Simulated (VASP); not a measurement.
Input of a VASP 6.6.1 run:

INCAR

```
PREC = Accurate
ENCUT = 520
EDIFF = 1E-7
ISMEAR = 0
SIGMA = 0.15
LREAL = False
LASPH = True
NELM = 60
ALGO = Normal
ISIF = 2
LWAVE = False
LCHARG = True
GGA = PE
IVDW = 12
LELF = True
LVHAR = True
NBANDS = 8
```

The input KPOINTS:

```
regular mesh
0
Gamma
  20 20 20
```

The input POSCAR:

```
Al
1.0
    0.0000000000      1.9936203000      2.0543397000
    1.9936203000      0.0000000000      2.0543397000
    1.9936203000      1.9936203000      0.0000000000
Al
1
Direct
    0.0000000000      0.0000000000      0.0000000000
```

Potentials or basis: VASP PAW PBE potentials, release 64 (Al).

Command:

```console
$ cat potpaw_PBE.64/Al/POTCAR > POTCAR
$ mpirun -np 1 vasp_std > vasp.out
```

Problem. Estimate the pressure.

Solution. -2.7 GPa.

Problem. Estimate the dispersion energy per atom.

Solution. -0.340 eV.

Stress tensor (GPa, compression positive):
```
-2.17  0.00  0.00
 0.00 -2.17  0.00
 0.00  0.00 -3.80
```

Caveat: the cell differs from its parent crystal (strain -0.015 along x and y, +0.015 along z); pairwise dispersion overbinds metals, which lowers pressure and volume.
